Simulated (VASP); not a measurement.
Here is a VASP 6.6.1 calculation.

INCAR

```
SYSTEM = Cu
  PREC = Accurate
  ENCUT = 520
  EDIFF = 1E-7
  ISMEAR = 0
  SIGMA = 0.15
  LREAL = .FALSE.
  LASPH = .TRUE.
  NELM = 80
  ALGO = Normal
  ISIF = 2
  LWAVE = .FALSE.
  LCHARG = .FALSE.
  GGA = CA
  NBANDS = 12
```

KPOINTS

```
Automatic mesh
0
G
  24 24 24
  0 0 0
```

POSCAR

```
Cu
1.0
   -1.3619726252      1.3619726252      1.4435547854
    1.3619726252     -1.3619726252      1.4435547854
    1.3619726252      1.3619726252     -1.4435547854
Cu
1
Direct
    0.0000000000      0.0000000000      0.0000000000
```

Potentials or basis: VASP PAW LDA potentials, release 64 (Cu).

Launch:

```console
$ cat potpaw_LDA.64/Cu/POTCAR > POTCAR
$ mpirun -np 1 vasp_std > vasp.out
```

Question: Predict the band gap on the k mesh.

Answer: Zero (an odd number of electrons rules out a gap without spin polarisation).

Question: Predict the pressure.

Answer: 4.8 GPa.

Stress tensor (GPa, compression positive):
```
4.40 0.00 0.00
0.00 4.40 0.00
0.00 0.00 5.56
```

Caveat: the cell stands under pressure.
